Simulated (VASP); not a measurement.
# Ru (P6/mmm) in VASP: further runs

Ru is run at these levels: PBE; tasks: single point, relaxation of shape and atoms at fixed volume.

Everything below comes from runs of VASP 6.6.1. Logs are shortened: lines on timing, memory, paths and dates and some standing lists are left out, and cuts for length are marked.

**1. The cell of the first run**

It takes space group P6/mmm (No. 191, hexagonal). Conventional cell: a = 2.663 Å, b = 2.663 Å, c = 2.448 Å, α = 90.00°, β = 90.00°, γ = 120.00°. Ru (site symmetry 6/mmm) has 8 Ru at 2.45 to 2.66 Å within 3.2 Å.

This isn't the form of Ru at room conditions, which is hcp.

**2. Single point, PBE**

INCAR

```
PREC = Accurate
ENCUT = 560
EDIFF = 1E-6
ISMEAR = -1
SIGMA = 0.05
LREAL = False
LASPH = True
NELM = 120
ALGO = Normal
ISIF = 2
LWAVE = False
LCHARG = True
GGA = PE
LELF = True
LVHAR = True
NBANDS = 14
GGA_COMPAT = False
```

KPOINTS

```
Automatic mesh
0
Gamma
  17 17 15
```

POSCAR

```
Ru
1.0
    2.6634787066      0.0000000000      0.0000000000
   -1.3317393533      2.3066402223      0.0000000000
    0.0000000000      0.0000000000      2.4481536715
Ru
1
Direct
    0.0000000000      0.0000000000      0.0000000000
```

Potentials or basis: VASP PAW PBE potentials, release 64 (Ru_sv).

Launch:

```console
$ cat potpaw_PBE.64/Ru_sv/POTCAR > POTCAR
$ mpirun -np 1 vasp_std > vasp.out
```

OUTCAR:

```text
PREC = Accurate
   ENCUT = 560
   EDIFF = 1E-6
   ISMEAR = -1
   LREAL = False
   LASPH = True
   NELM = 120
   ISIF = 2
   GGA = PE

 ion  position               nearest neighbor table
   1  0.000  0.000  0.000-

  LATTYP: Found a hexagonal cell.
 ALAT       =     2.6634787066
 C/A-ratio  =     0.9191564646

  Lattice vectors:

 A1 = (   2.6634787066,   0.0000000000,   0.0000000000)
 A2 = (  -1.3317393533,   2.3066402223,   0.0000000000)
 A3 = (   0.0000000000,   0.0000000000,   2.4481536715)

Analysis of symmetry for initial positions (statically):
=====================================================================
 Subroutine PRICEL returns:
 Original cell was already a primitive cell.

 Routine SETGRP: Setting up the symmetry group for a
 hexagonal supercell.

 Subroutine GETGRP returns: Found 24 space group operations
 (whereof 24 operations were pure point group operations)
 out of a pool of 24 trial point group operations.

The static configuration has the point symmetry D_6h.

Analysis of symmetry for dynamics (positions and initial velocities):
=====================================================================
 Subroutine PRICEL returns:
 Original cell was already a primitive cell.

 Routine SETGRP: Setting up the symmetry group for a
 hexagonal supercell.

 Subroutine GETGRP returns: Found 24 space group operations
 (whereof 24 operations were pure point group operations)
 out of a pool of 24 trial point group operations.

The dynamic configuration has the point symmetry D_6h.

 Subroutine INISYM returns: Found 24 space group operations
 (whereof 24 operations are pure point group operations),
 and found     1 'primitive' translations

----------------------------------------------------------------------------------------

                                     Primitive cell

  volume of cell :      15.0407

  direct lattice vectors                    reciprocal lattice vectors
     2.663478707  0.000000000  0.000000000     0.375448843  0.216765491  0.000000000
    -1.331739353  2.306640222  0.000000000     0.000000000  0.433530982  0.000000000
     0.000000000  0.000000000  2.448153672     0.000000000  0.000000000  0.408471091

  length of vectors
     2.663478707  2.663478707  2.448153672     0.433530982  0.433530982  0.408471091

  position of ions in fractional coordinates (direct lattice)
     0.000000000  0.000000000  0.000000000

  ion indices of the primitive-cell ions
   primitive index   ion index
                 1           1

----------------------------------------------------------------------------------------

 KPOINTS: Automatic mesh

Automatic generation of k-mesh.
 Grid dimensions read from file:
 generate k-points for:   17   17   15

 Generating k-lattice:

  Cartesian coordinates                     Fractional coordinates (reciprocal lattice)
     0.022085226  0.012750911  0.000000000     0.058823529 -0.000000000  0.000000000
     0.000000000  0.025501822  0.000000000     0.000000000  0.058823529  0.000000000
     0.000000000  0.000000000  0.027231406     0.000000000  0.000000000  0.066666667

  Length of vectors
     0.025501822  0.025501822  0.027231406

  Shift w.r.t. Gamma in fractional coordinates (k-lattice)
     0.000000000  0.000000000  0.000000000

 Subroutine IBZKPT returns following result:
 ===========================================

 Found    264 irreducible k-points:

 Following reciprocal coordinates:
            Coordinates               Weight
  0.000000  0.000000  0.000000      1.000000
  0.058824  0.000000  0.000000      6.000000
  0.117647  0.000000  0.000000      6.000000
  0.176471  0.000000  0.000000      6.000000
  0.235294  0.000000  0.000000      6.000000
  0.294118 -0.000000  0.000000      6.000000
[... 16 lines left out ...]
  0.411765  0.117647  0.000000     12.000000
  0.176471  0.176471  0.000000      6.000000
 [... further k-points ...]
   k-points           NKPTS =    264   k-points in BZ     NKDIM =    264   number of bands    NBANDS=     14
   number of dos      NEDOS =    301   number of ions     NIONS =      1
   total plane-waves  NPLWV =  11520
   dimension x,y,z NGX =    24 NGY =   24 NGZ =   20
   dimension x,y,z NGXF=    48 NGYF=   48 NGZF=   40
   ions per type =               1
   NGX,Y,Z   is equivalent  to a cutoff of  14.98, 14.98, 13.58 a.u.
   NGXF,Y,Z  is equivalent  to a cutoff of  29.96, 29.96, 27.16 a.u.
 SYSTEM =  unknown system
   PREC   = accura    normal or accurate (medium, high low for compatibility)
   ISTART =      0    job   : 0-new  1-cont  2-samecut
   ICHARG =      2    charge: 1-file 2-atom 10-const
   ISPIN  =      1    spin polarized calculation?
   LNONCOLLINEAR =      F non collinear calculations
   LSORBIT =      F    spin-orbit coupling
   LASPH  =      T    aspherical Exc in radial PAW
   ENCUT  =  560.0 eV  41.16 Ry    6.42 a.u.   5.14  5.14  4.72*2*pi/ulx,y,z
   NELM   =    120;   NELMIN=  2; NELMDL= -5     # of ELM steps
   EDIFF  = 0.1E-05   stopping-criterion for ELM
   LREAL  =      F    real-space projection
   EDIFFG = 0.1E-04   stopping-criterion for IOM
   NSW    =      0    number of steps for IOM
   IBRION =     -1    ionic relax: 0-MD 1-quasi-New 2-CG
   NFREE  =      0    steps in history (QN), initial steepest desc. (CG)
   ISIF   =      2    stress and relaxation
   ISYM   =      2    0-nonsym 1-usesym 2-fastsym
   POTIM  = 0.5000    time-step for ionic-motion
   TEBEG  =    0.0;   TEEND  =   0.0 temperature during run
   PSTRESS=    0.0 pullay stress
   NELECT =      16.0000    total number of electrons
   NUPDOWN=      -1.0000    fix difference up-down
   EMIN   =  10.00;   EMAX   =-10.00  energy-range for DOS
   EFERMI =   0.00;   METHOD = LEGACY
   ISMEAR =    -1;   SIGMA  =   0.05  broadening in eV -4-tet -1-fermi 0-gaus
   EFERMI_NEDOS =   21; number of points for ismear=-14 and -15
   IALGO  =     38    algorithm
   IMIX   =      4    mixing-type and parameters
     AMIX     =   0.40;   BMIX     =  1.00
     AMIX_MAG =   1.60;   BMIX_MAG =  1.00
  volume/ion in A,a.u.               =      15.04       101.50
  Fermi-wavevector in a.u.,A,eV,Ry     =   1.671189  3.158089 37.999340  2.792873
  Thomas-Fermi vector in A             =   2.756555
   LORBIT       =      0    0 simple, 1 ext, 2 COOP (PROOUT), +10 PAW based schemes
   GGA     = PE    functional components
   LHFCALC =     F    Hartree Fock is set to
   AEXX    =    0.0000 exact exchange contribution
   IVDW    =     0    specifies the selected vdW correction
   LEPSILON=     F    determine dielectric tensor
   LRPA    =     F    only Hartree local field effects (RPA)
 non-spin polarized calculation
  energy-cutoff  :      560.00
  volume of cell :       15.04
 maximum number of plane-waves:       465
 NGX is ok and might be reduce to    24
   NGX = 11   NGY = 11   NGZ =  9

 number of electron      15.9999999 magnetization

 Free energy of the ion-electron system (eV)
  ---------------------------------------------------
  ext. energy  EPLUGINS =         0.00000000
  ---------------------------------------------------
  free energy    TOTEN  =        -8.43944368 eV

  energy without entropy =       -8.42606364  energy(sigma->0) =       -8.43275366

 E-fermi :  13.2815     XC(G=0): -13.5015

 val. band max:       13.2758507749   @ k =   0.1765   0.1765   0.2000
 cond. band min:      13.2879409585   @ k =   0.2941   0.2941   0.0000
 fundamental gap:      0.0120901837
 Fermi energy:        13.2814886653

 k-point     1 :       0.0000    0.0000    0.0000
  band No.  band energies     occupation
      1     -59.6214      2.00000
      2     -29.0752      2.00000
      3     -29.0752      2.00000
      4     -28.9830      2.00000
      5       5.9174      2.00000
      6       7.8294      2.00000
      7      11.0035      2.00000
      8      11.0035      2.00000
      9      15.1438      0.00000
     10      15.1438      0.00000
     11      28.2351      0.00000
     12      30.6969      0.00000
     13      35.0337      0.00000
     14      35.0337      0.00000

 k-point     2 :       0.0588    0.0000    0.0000
  band No.  band energies     occupation
      1     -59.6171      2.00000
      2     -29.1060      2.00000
      3     -29.0823      2.00000
      4     -28.9799      2.00000
      5       6.0484      2.00000
      6       7.8778      2.00000
      7      10.9037      2.00000
      8      11.1119      2.00000
      9      15.0451      0.00000
     10      15.1262      0.00000
     11      28.4579      0.00000
     12      30.9319      0.00000
     13      34.2223      0.00000
     14      34.6613      0.00000

 k-point     3 :       0.1176    0.0000    0.0000
  band No.  band energies     occupation
      1     -59.6046      2.00000
      2     -29.1937      2.00000
      3     -29.1027      2.00000
      4     -28.9710      2.00000
      5       6.4185      2.00000
      6       8.0207      2.00000
      7      10.6499      2.00000
      8      11.4316      2.00000
      9      14.7734      0.00000
     10      15.0762      0.00000
     11      28.9814      0.00000
     12      31.6050      0.00000
     13      32.7112      0.00000
     14      33.7478      0.00000
[... 324 lines left out ...]
 k-point    23 :       0.4118    0.1176    0.0000
  band No.  band energies     occupation
      1     -59.4884      2.00000
      2     -29.9086      2.00000
      3     -29.3550      2.00000
      4     -28.8879      2.00000
      5       8.1100      2.00000
      6       8.8511      2.00000
      7      12.5443      2.00000
      8      12.9304      1.99822
      9      14.4329      0.00000
     10      16.6581      0.00000
     11      21.6500      0.00000
     12      25.9102      0.00000
     13      32.7767      0.00000
     14      38.0461      0.00000

 k-point    24 :       0.1765    0.1765    0.0000
  band No.  band energies     occupation
      1     -59.5337      2.00000
      2     -29.6253      2.00000
      3     -29.2707      2.00000
      4     -28.9202      2.00000
      5       8.1815      2.00000
      6       9.2435      2.00000
      7       9.5422      2.00000
      8      13.5992      0.00347
      9      14.1308      0.00000
     10      14.6378      0.00000
     11      26.7835      0.00000
     12      27.2287      0.00000
     13      35.0336      0.00000
     14      35.7540      0.00000

 [... further k-points ...]
[... 5 lines left out ...]
  --------------------------------------------------------------------------------------
  -------------------------------------------------------------------------------------
  Total       -0.0308274     -0.0308274     -0.0340878      0.0000000     -0.0000000      0.0000000
  in kB       -3.2838221     -3.2838221     -3.6311326      0.0000000     -0.0000000      0.0000000
  external PRESSURE =      -3.3995923 kB  Pullay stress =       0.0000000 kB

 VOLUME and BASIS-vectors are now :
 -----------------------------------------------------------------------------
  energy-cutoff  :      560.00
  volume of cell :       15.04
      direct lattice vectors                 reciprocal lattice vectors
     2.663478707  0.000000000  0.000000000     0.375448843  0.216765491  0.000000000
    -1.331739353  2.306640222  0.000000000     0.000000000  0.433530982  0.000000000
     0.000000000  0.000000000  2.448153672     0.000000000  0.000000000  0.408471091

 POSITION                                       TOTAL-FORCE (eV/Angst)
 -----------------------------------------------------------------------------------
      0.00000      0.00000      0.00000         0.000000      0.000000      0.000000
 -----------------------------------------------------------------------------------
    total drift:                                0.000000     -0.000000     -0.000000

  FREE ENERGIE OF THE ION-ELECTRON SYSTEM (eV)
  ---------------------------------------------------
  free  energy   TOTEN  =        -8.4394436828 eV

  energy  without entropy=       -8.4260636361  energy(sigma->0) =       -8.43275366
```

It took 52 s on 1 thread of AMD EPYC 7R13 (Zen 3), shared host; peak memory 0.14 GiB.

What came out:

| Property | Result |
| --- | --- |
| Free energy | -8.4394 eV |
| Pressure | -0.3 GPa |
| Band gap on the k mesh | zero (bands 8 and 9 overlap by 3.38 eV) |

Levels at points of the mesh, in eV from the Fermi level:
```
           k point  band 4  band 5  band 6  band 7  band 8  band 9  band 10  band 11  band 12  band 13
(0.00, 0.00, 0.00)  -42.26   -7.36   -5.45   -2.28   -2.28    1.86     1.86    14.95    17.42    21.75
```

**3. Relaxation of shape and atoms at fixed volume, PBE**

This run uses another cell than the first one, of 6.77 Å³/atom.

INCAR

```
ALGO = Normal ; EDIFF = 1E-7
EDIFFG = -0.005 ; ENCUT = 560
GGA = PE ; GGA_COMPAT = F
IBRION = 2 ; ISIF = 4
ISMEAR = -1 ; LASPH = T
LCHARG = F ; LREAL = F
LWAVE = F ; NELM = 120
NELMIN = 4 ; NSW = 50
PREC = Accurate ; SIGMA = 0.05
```

KPOINTS

```
k-points
0
Gamma
  17 17 15
```

POSCAR

```
Ru
1.0
    2.0410488558      0.0000000000      0.0000000000
   -1.0205244279      1.7676001595      0.0000000000
    0.0000000000      0.0000000000      1.8760432504
Ru
1
Direct
    0.0000000000      0.0000000000      0.0000000000
```

Potentials or basis: VASP PAW PBE potentials, release 64 (Ru_sv).

Launch:

```console
$ cat potpaw_PBE.64/Ru_sv/POTCAR > POTCAR
$ mpirun -np 1 vasp_std > vasp.out
```

It took 1.9 min on 1 thread of Intel Xeon Platinum 8259CL at 2.50GHz (Skylake/Cascade Lake), shared host; peak memory 0.14 GiB.

The run converged, but its numbers aren't listed here, since they failed a check.

Caveat: atoms lie so close that the PAW spheres overlap strongly, which falsifies energies and pressures.

(Continued in part 2 of 2.)

The gap in the log of VASP goes by the Fermi energy; the results here count the filled bands.